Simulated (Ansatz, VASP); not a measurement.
# TiB2 in VASP and in Ansatz

```xyz
3
Lattice="2.9674 0.0000 0.0000 -1.4837 2.5698 0.0000 0.0000 0.0000 3.1625" Properties=species:S:1:pos:R:3 pbc="T T T"
Ti    0.0000    0.0000    0.0000
B     0.0000    1.7132    1.5812
B     1.4837    0.8566    1.5812
```

Change from the starting cell: volume scaled by 0.94, PAW files.

Alike in both runs: task electric field gradients; functional PBEsol; k mesh 15 × 15 × 13; occupations fermi-dirac, width 0.08 eV; no spin polarisation.

|  | VASP | Ansatz |
| --- | --- | --- |
| version | VASP 6.6.1 | Ansatz 0.2.0 |
| potentials or method | VASP PAW PBE potentials, release 64 (Ti_sv, B) | PAW with Ansatz's default frozen-core files, scalar-relativistic |
| plane-wave cutoff (eV) | 520 | 420 |
| valence electrons in the cell | 18 | 18 |

```csv
,VASP,Ansatz,Ansatz less VASP
pressure (GPa),12.5,12.1,-0.39
"traceless stress, the component that is largest in VASP (GPa)",-4.58,-4.48,+0.100
size of Vzz on the site where it differs most (V/Å²),19.4,21.6,+2.15
```

VASP's potentials were made for PBE, not for PBEsol. The functional is the same, so the differences come from potentials, cutoffs and numerics.
